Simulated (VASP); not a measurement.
Here is a VASP 6.6.1 calculation.

Contents of INCAR:

```
ALGO     = Normal         # electronic algorithm
EDIFF    = 1E-6           # SCF threshold, eV
ENCUT    = 520            # plane-wave cutoff, eV
GGA      = PE             # functional
ISIF     = 2              # what is computed and relaxed
ISMEAR   = 0              # smearing method
LASPH    = T              # aspherical terms in the spheres
LCHARG   = F              # write CHGCAR
LREAL    = F              # projectors in reciprocal space
LWAVE    = F              # write WAVECAR
NBANDS   = 26             # bands
NELM     = 80             # most SCF steps
PREC     = Accurate       # precision mode
SIGMA    = 0.1            # smearing width, eV
```

KPOINTS

```
k-points
0
Gamma
  6 6 4
```

The input POSCAR:

```
BiSb2O2
1.0
    4.7482537800      0.0000000000      0.0000000000
   -2.3741268900      4.1121083900      0.0000000000
    0.0000000000      0.0000000000      6.0565042200
Sb Bi O
2 1 2
Direct
    0.3333333300      0.6666666700      0.0000000000
    0.6666666700      0.3333333300      0.0000000000
    0.0000000000      0.0000000000      0.0000000000
    0.0000000000      0.0000000000      0.2618030200
    0.0000000000      0.0000000000      0.7381969800
```

Potentials or basis: VASP PAW PBE potentials, release 64 (Sb, Bi_d, O).

Run with:

```sh
$ cat potpaw_PBE.64/Sb/POTCAR potpaw_PBE.64/Bi_d/POTCAR potpaw_PBE.64/O/POTCAR > POTCAR
$ mpirun -np 1 vasp_std > vasp.out
```

Question: What does it give for the pressure?

Answer: 63.9 GPa.

Question: What does it give for the largest force?

Answer: 22.208 eV/Å.

Stress tensor (GPa, compression positive):
```
47.69  0.00  0.00
 0.00 47.69  0.00
 0.00  0.00 96.41
```

Caveat: an odd number of electrons without spin polarisation forces a metal; a magnetic or distorted state may lie lower.
